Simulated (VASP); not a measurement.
# WC (P-6m2) in VASP: a series of runs

The runs below take WC through single point, relaxation of cell and atoms, with PBE.

All numbers are computed with VASP 6.6.1; they aren't measurements. Logs are shortened: lines on timing, memory, paths and dates and some standing lists are left out, and cuts for length are marked.

## 1. The cell of the first run

The structure is hexagonal, space group P-6m2 (No. 187). The conventional cell has a = 2.922 Å, b = 2.922 Å, c = 2.847 Å, α = 90.00°, β = 90.00°, γ = 120.00°. Within 2.9 Å of W (site symmetry -6m2) lie 6 C at 2.21 Å and 2 W at 2.85 Å. Within 2.9 Å of C (site symmetry -6m2) lie 6 W at 2.21 Å and 2 C at 2.85 Å.

## 2. Single point, PBE

The input, INCAR:

```
PREC     = Accurate       # precision mode
ENCUT    = 520            # plane-wave cutoff, eV
EDIFF    = 1E-7           # SCF threshold, eV
ISMEAR   = 0              # smearing method
SIGMA    = 0.1            # smearing width, eV
LREAL    = False          # projectors in reciprocal space
LASPH    = True           # aspherical terms in the spheres
NELM     = 60             # most SCF steps
ALGO     = Normal         # electronic algorithm
ISIF     = 2              # what is computed and relaxed
LWAVE    = False          # write WAVECAR
LCHARG   = False          # write CHGCAR
GGA      = PE             # functional
NBANDS   = 16             # bands
```

The input, KPOINTS:

```
regular mesh
0
Gamma
  12 12 12
```

The input, POSCAR:

```
WC
1.0
    2.9217716511      0.0000000000      0.0000000000
   -1.4608858255      2.5303284739      0.0000000000
    0.0000000000      0.0000000000      2.8470758830
W C
1 1
Direct
    0.0000000000      0.0000000000      0.0000000000
    0.6666666667      0.3333333333      0.5000000000
```

Potentials or basis: VASP PAW PBE potentials, release 64 (W_sv, C).

Started as:

```sh
$ cat potpaw_PBE.64/W_sv/POTCAR potpaw_PBE.64/C/POTCAR > POTCAR
$ mpirun -np 1 vasp_std > vasp.out
```

OUTCAR:

```text
PREC = Accurate
   ENCUT = 520
   EDIFF = 1E-7
   ISMEAR = 0
   LREAL = False
   LASPH = True
   NELM = 60
   ISIF = 2
   GGA = PE

 ion  position               nearest neighbor table
   1  0.000  0.000  0.000-   2 2.21   2 2.21   2 2.21   2 2.21   2 2.21   2 2.21
   2  0.667  0.333  0.500-   1 2.21   1 2.21   1 2.21   1 2.21   1 2.21   1 2.21

  LATTYP: Found a hexagonal cell.
 ALAT       =     2.9217716511
 C/A-ratio  =     0.9744347687

  Lattice vectors:

 A1 = (   2.9217716511,   0.0000000000,   0.0000000000)
 A2 = (  -1.4608858255,   2.5303284739,   0.0000000000)
 A3 = (   0.0000000000,   0.0000000000,   2.8470758830)

Analysis of symmetry for initial positions (statically):
=====================================================================
 Subroutine PRICEL returns:
 Original cell was already a primitive cell.

 Routine SETGRP: Setting up the symmetry group for a
 hexagonal supercell.

 Subroutine GETGRP returns: Found 12 space group operations
 (whereof 12 operations were pure point group operations)
 out of a pool of 24 trial point group operations.

The static configuration has the point symmetry D_3h.

Analysis of symmetry for dynamics (positions and initial velocities):
=====================================================================
 Subroutine PRICEL returns:
 Original cell was already a primitive cell.

 Routine SETGRP: Setting up the symmetry group for a
 hexagonal supercell.

 Subroutine GETGRP returns: Found 12 space group operations
 (whereof 12 operations were pure point group operations)
 out of a pool of 24 trial point group operations.

The dynamic configuration has the point symmetry D_3h.

 Subroutine INISYM returns: Found 12 space group operations
 (whereof 12 operations are pure point group operations),
 and found     1 'primitive' translations

----------------------------------------------------------------------------------------

                                     Primitive cell

  volume of cell :      21.0486

  direct lattice vectors                    reciprocal lattice vectors
     2.921771651  0.000000000  0.000000000     0.342258095  0.197602803  0.000000000
    -1.460885825  2.530328474  0.000000000     0.000000000  0.395205607  0.000000000
     0.000000000  0.000000000  2.847075883     0.000000000  0.000000000  0.351237565

  length of vectors
     2.921771651  2.921771651  2.847075883     0.395205607  0.395205607  0.351237565

  position of ions in fractional coordinates (direct lattice)
     0.000000000  0.000000000  0.000000000
     0.666666667  0.333333333  0.500000000

  ion indices of the primitive-cell ions
   primitive index   ion index
                 1           1
                 2           2

----------------------------------------------------------------------------------------

 KPOINTS: regular mesh

Automatic generation of k-mesh.
 Grid dimensions read from file:
 generate k-points for:   12   12   12

 Generating k-lattice:

  Cartesian coordinates                     Fractional coordinates (reciprocal lattice)
     0.028521508  0.016466900  0.000000000     0.083333333 -0.000000000  0.000000000
     0.000000000  0.032933801  0.000000000     0.000000000  0.083333333  0.000000000
     0.000000000  0.000000000  0.029269797     0.000000000  0.000000000  0.083333333

  Length of vectors
     0.032933801  0.032933801  0.029269797

  Shift w.r.t. Gamma in fractional coordinates (k-lattice)
     0.000000000  0.000000000  0.000000000

 Subroutine IBZKPT returns following result:
 ===========================================

 Found    133 irreducible k-points:

 Following reciprocal coordinates:
            Coordinates               Weight
  0.000000  0.000000  0.000000      1.000000
  0.083333  0.000000  0.000000      6.000000
  0.166667 -0.000000  0.000000      6.000000
  0.250000 -0.000000  0.000000      6.000000
  0.333333  0.000000  0.000000      6.000000
  0.416667 -0.000000  0.000000      6.000000
[... 16 lines left out ...]
  0.250000 -0.000000  0.083333     12.000000
  0.333333  0.000000  0.083333     12.000000
 [... further k-points ...]
   k-points           NKPTS =    133   k-points in BZ     NKDIM =    133   number of bands    NBANDS=     16
   number of dos      NEDOS =    301   number of ions     NIONS =      2
   total plane-waves  NPLWV =  13824
   dimension x,y,z NGX =    24 NGY =   24 NGZ =   24
   dimension x,y,z NGXF=    48 NGYF=   48 NGZF=   48
   ions per type =               1   1
   NGX,Y,Z   is equivalent  to a cutoff of  13.66, 13.66, 14.01 a.u.
   NGXF,Y,Z  is equivalent  to a cutoff of  27.31, 27.31, 28.03 a.u.
 SYSTEM =  unknown system
   PREC   = accura    normal or accurate (medium, high low for compatibility)
   ISTART =      0    job   : 0-new  1-cont  2-samecut
   ICHARG =      2    charge: 1-file 2-atom 10-const
   ISPIN  =      1    spin polarized calculation?
   LNONCOLLINEAR =      F non collinear calculations
   LSORBIT =      F    spin-orbit coupling
   LASPH  =      T    aspherical Exc in radial PAW
   ENCUT  =  520.0 eV  38.22 Ry    6.18 a.u.   5.43  5.43  5.29*2*pi/ulx,y,z
   NELM   =     60;   NELMIN=  2; NELMDL= -5     # of ELM steps
   EDIFF  = 0.1E-06   stopping-criterion for ELM
   LREAL  =      F    real-space projection
   EDIFFG = 0.1E-05   stopping-criterion for IOM
   NSW    =      0    number of steps for IOM
   IBRION =     -1    ionic relax: 0-MD 1-quasi-New 2-CG
   NFREE  =      0    steps in history (QN), initial steepest desc. (CG)
   ISIF   =      2    stress and relaxation
   ISYM   =      2    0-nonsym 1-usesym 2-fastsym
   POTIM  = 0.5000    time-step for ionic-motion
   TEBEG  =    0.0;   TEEND  =   0.0 temperature during run
   PSTRESS=    0.0 pullay stress
   NELECT =      18.0000    total number of electrons
   NUPDOWN=      -1.0000    fix difference up-down
   EMIN   =  10.00;   EMAX   =-10.00  energy-range for DOS
   EFERMI =   0.00;   METHOD = LEGACY
   ISMEAR =     0;   SIGMA  =   0.10  broadening in eV -4-tet -1-fermi 0-gaus
   EFERMI_NEDOS =   21; number of points for ismear=-14 and -15
   IALGO  =     38    algorithm
   IMIX   =      4    mixing-type and parameters
     AMIX     =   0.40;   BMIX     =  1.00
     AMIX_MAG =   1.60;   BMIX_MAG =  1.00
  volume/ion in A,a.u.               =      10.52        71.02
  Fermi-wavevector in a.u.,A,eV,Ry     =   1.553907  2.936458 32.852980  2.414626
  Thomas-Fermi vector in A             =   2.658070
   LORBIT       =      0    0 simple, 1 ext, 2 COOP (PROOUT), +10 PAW based schemes
   GGA     = PE    functional components
   LHFCALC =     F    Hartree Fock is set to
   AEXX    =    0.0000 exact exchange contribution
   IVDW    =     0    specifies the selected vdW correction
   LEPSILON=     F    determine dielectric tensor
   LRPA    =     F    only Hartree local field effects (RPA)
 non-spin polarized calculation
 Gauss-broadening in eV      SIGMA  =   0.10
  energy-cutoff  :      520.00
  volume of cell :       21.05
 maximum number of plane-waves:       587
 NGX is ok and might be reduce to    24

 number of electron      18.0000000 magnetization

 Free energy of the ion-electron system (eV)
  ---------------------------------------------------
  ext. energy  EPLUGINS =         0.00000000
  ---------------------------------------------------
  free energy    TOTEN  =       -22.45157142 eV

  energy without entropy =      -22.45080906  energy(sigma->0) =      -22.45119024

 E-fermi :  10.8641     XC(G=0): -13.7212

 val. band max:       10.8486436246   @ k =   0.0833   0.0000   0.3333
 cond. band min:      10.9527317297   @ k =   0.0000   0.0000   0.0833
 fundamental gap:      0.1040881051
 Fermi energy:        10.8641159669

 k-point     1 :       0.0000    0.0000    0.0000
  band No.  band energies     occupation
      1     -63.1597      2.00000
      2     -27.1352      2.00000
      3     -27.0457      2.00000
      4     -27.0457      2.00000
      5      -3.4653      2.00000
      6       6.6462      2.00000
[... 8 lines left out ...]
     15      25.0914      0.00000
     16      27.4744      0.00000

 k-point     2 :       0.0833    0.0000    0.0000
  band No.  band energies     occupation
      1     -63.1561      2.00000
      2     -27.1283      2.00000
      3     -27.1000      2.00000
      4     -27.0580      2.00000
      5      -3.2870      2.00000
      6       6.6872      2.00000
[... 8 lines left out ...]
     15      24.7540      0.00000
     16      27.8504      0.00000

 k-point     3 :       0.1667   -0.0000    0.0000
  band No.  band energies     occupation
      1     -63.1461      2.00000
      2     -27.2459      2.00000
      3     -27.1093      2.00000
      4     -27.0915      2.00000
      5      -2.7823      2.00000
      6       6.2608      2.00000
[... 8 lines left out ...]
     15      24.4542      0.00000
     16      28.8841      0.00000

 k-point     4 :       0.2500   -0.0000    0.0000
  band No.  band energies     occupation
      1     -63.1326      2.00000
      2     -27.4404      2.00000
      3     -27.1368      2.00000
      4     -27.0832      2.00000
      5      -2.0390      2.00000
      6       5.4308      2.00000
[... 8 lines left out ...]
     15      24.8113      0.00000
     16      29.0322      0.00000
[... 324 lines left out ...]
 k-point    22 :       0.1667   -0.0000    0.0833
  band No.  band energies     occupation
      1     -63.1436      2.00000
      2     -27.2415      2.00000
      3     -27.1576      2.00000
      4     -27.0870      2.00000
      5      -2.6332      2.00000
      6       6.3337      2.00000
[... 8 lines left out ...]
     15      24.3493      0.00000
     16      28.7796      0.00000

 k-point    23 :       0.2500   -0.0000    0.0833
  band No.  band energies     occupation
      1     -63.1301      2.00000
      2     -27.4348      2.00000
      3     -27.1322      2.00000
      4     -27.1309      2.00000
      5      -1.9137      2.00000
      6       5.4919      2.00000
[... 8 lines left out ...]
     15      24.5179      0.00000
     16      28.4755      0.00000

 k-point    24 :       0.3333    0.0000    0.0833
  band No.  band energies     occupation
      1     -63.1166      2.00000
      2     -27.6232      2.00000
      3     -27.1769      2.00000
      4     -27.1038      2.00000
      5      -1.1057      2.00000
      6       4.6928      2.00000
[... 8 lines left out ...]
     15      25.1657      0.00000
     16      27.4096      0.00000

 [... further k-points ...]

------------------------ aborting loop because EDIFF is reached ----------------------------------------

  FORCE on cell =-STRESS in cart. coord.  units (eV):
  Direction    XX          YY          ZZ          XY          YZ          ZX
  --------------------------------------------------------------------------------------
  -------------------------------------------------------------------------------------
  Total        0.1389894      0.1389894      0.1598394      0.0000000      0.0000000      0.0000000
  in kB       10.5796190     10.5796190     12.1666855      0.0000000      0.0000000      0.0000000
  external PRESSURE =      11.1086412 kB  Pullay stress =       0.0000000 kB

 VOLUME and BASIS-vectors are now :
 -----------------------------------------------------------------------------
  energy-cutoff  :      520.00
  volume of cell :       21.05
      direct lattice vectors                 reciprocal lattice vectors
     2.921771651  0.000000000  0.000000000     0.342258095  0.197602803  0.000000000
    -1.460885825  2.530328474  0.000000000     0.000000000  0.395205607  0.000000000
     0.000000000  0.000000000  2.847075883     0.000000000  0.000000000  0.351237565

 POSITION                                       TOTAL-FORCE (eV/Angst)
 -----------------------------------------------------------------------------------
      0.00000      0.00000      0.00000         0.000000     -0.000000      0.000000
      1.46089      0.84344      1.42354        -0.000000      0.000000      0.000000
 -----------------------------------------------------------------------------------
    total drift:                                0.000000     -0.000000      0.000000

  FREE ENERGIE OF THE ION-ELECTRON SYSTEM (eV)
  ---------------------------------------------------
  free  energy   TOTEN  =       -22.4515714204 eV

  energy  without entropy=      -22.4508090632  energy(sigma->0) =      -22.45119024
```

Run time: 49 s. Hardware: 1 thread of Intel Xeon 8259CL, shared host; peak memory 0.17 GiB.

What came out:

- Free energy: -22.4516 eV
- Pressure: 1.1 GPa
- Band gap on the k mesh: zero (band 9 reaches 11.51 eV, above the bottom of band 10 at 10.31 eV)

Levels at points of the mesh, in eV from the Fermi level:
```csv
k point,band 5,band 6,band 7,band 8,band 9,band 10,band 11,band 12,band 13,band 14
"(0.00, 0.00, 0.00)",-14.33,-4.22,-3.27,-3.27,0.11,3.18,3.18,5.56,5.56,6.29
"(0.50, 0.00, 0.00)",-11.04,-6.96,-3.53,-3.49,-0.46,2.32,4.45,4.79,6.79,9.58
"(0.00, 0.00, 0.50)",-10.38,-8.55,-1.98,-1.98,-0.56,-0.56,3.65,4.49,4.49,9.89
"(0.50, 0.00, 0.50)",-11.19,-6.36,-4.24,-4.14,0.27,4.34,5.22,6.52,9.05,9.96
```

Caveat: spin-orbit coupling is left out, which moves the levels of the heavy elements.

## 3. Single point, PBE

This run uses another cell than the first one, of the same volume but with other edges.

The input, INCAR:

```
SYSTEM = WC
  ALGO = Normal
  EDIFF = 1E-6
  ENCUT = 520
  GGA = PE
  ISIF = 2
  ISMEAR = 0
  ISYM = 0
  LASPH = .True.
  LCHARG = .True.
  LELF = .True.
  LREAL = .False.
  LVHAR = .True.
  LWAVE = .False.
  NBANDS = 16
  NELM = 80
  PREC = Accurate
  SIGMA = 0.1
```

The input, KPOINTS:

```
k-points
0
Gamma
  13 9 18
  0 0 0
```

The input, POSCAR:

```
WC
1.0
    2.9217716517      0.0000000000      0.0000000000
   -1.4608858259      3.8089897978      0.0000000000
    0.0000000000     -2.1280815968      1.8913248818
W C
1 1
Direct
    0.0000000000      0.0000000000      0.0000000000
    0.3333333333      0.6666666667      0.1666666667
```

Potentials or basis: VASP PAW PBE potentials, release 64 (W_sv, C).

Started as:

```sh
$ cat potpaw_PBE.64/W_sv/POTCAR potpaw_PBE.64/C/POTCAR > POTCAR
$ mpirun -np 1 vasp_std > vasp.out
```

It took 3.5 min on 1 thread of AMD EPYC 9R45 (Zen 5), shared host; peak memory 0.42 GiB.

The run converged. Its results:

| Quantity | Value |
| --- | --- |
| Free energy | -22.4491 eV |
| Pressure | 1.1 GPa |
| Band gap on the k mesh | zero (band 9 reaches 11.54 eV, above the bottom of band 10 at 10.35 eV) |

Forces on the atoms (eV/Å):
```
W    0.000  0.002  0.002
C    0.000 -0.002 -0.002
```

Stress tensor (GPa, compression positive):
```
 1.04 -0.09 -0.10
-0.09  1.09 -0.06
-0.10 -0.06  1.07
```

Levels at points of the mesh, in eV from the Fermi level:
| k point | band 7 | band 8 | band 9 | band 10 | band 11 | band 12 |
| --- | --- | --- | --- | --- | --- | --- |
| (0.00, 0.00, 0.00) | -3.28 | -3.28 | 0.11 | 3.18 | 3.18 | 5.56 |
| (0.00, 0.00, 0.50) | -4.25 | -4.15 | 0.26 | 4.34 | 5.21 | 6.51 |

Caveat: spin-orbit coupling is left out, which moves the levels of the heavy elements.

(Part 1 of 2 ends here.)
